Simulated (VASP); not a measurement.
Runs of VASP 6.6.1 on PbS. The structure is that of space group Fm-3m (No. 225), or close to it. The cells are those of the table. 

| task | cell | gap on the mesh (eV) | pressure (GPa) |
| --- | --- | --- | --- |
| electric field gradients | a = 4.207 Å, angles 60.0°, 2 atoms | - | (b) |
| electric field gradients | a = 4.275 Å, angles 60.0°, 2 atoms | - | -5.3 |
| electric field gradients | a = 4.108 Å, angles 60.0°, 2 atoms | - | 1.2 |
| electric field gradients | a = 4.214 Å, angles 59.3°, 2 atoms | (a) | -2.6 |
| electric field gradients | a = 4.193 Å, angles 60.0°, 2 atoms | - | -2.6 |
| single point | a = 4.193 Å, angles 60.0°, 2 atoms | - | -2.6 |
| single point | a = 4.179 Å, angles 60.0°, 2 atoms | - | -2.0 |
| single point | a = 4.108 Å, angles 60.0°, 2 atoms | - | 1.2 |
| single point | a = 4.172 Å, angles 60.7°, 2 atoms | 0.78 | -2.6 |
| single point | a = 4.136 Å, angles 60.0°, 2 atoms | - | -0.2 |
| electric field gradients | a = 4.136 Å, angles 60.0°, 2 atoms | - | -0.2 |
| electric field gradients | a = 4.165 Å, angles 60.0°, 2 atoms | - | -1.4 |

Alike in all rows: level LDA; potentials or basis VASP PAW LDA potentials, release 64 (Pb_d, S); no spin polarisation; k mesh 7 × 7 × 7; cutoff (eV) 520; smearing fermi-dirac 0.01 eV.

Estimate the missing entries.

(a) 0.79; (b) -3.1.

Caveats: spin-orbit coupling is left out, which moves the levels of the heavy elements.

A k mesh can miss the band edges, and the runs leave out spin-orbit coupling on Pb.
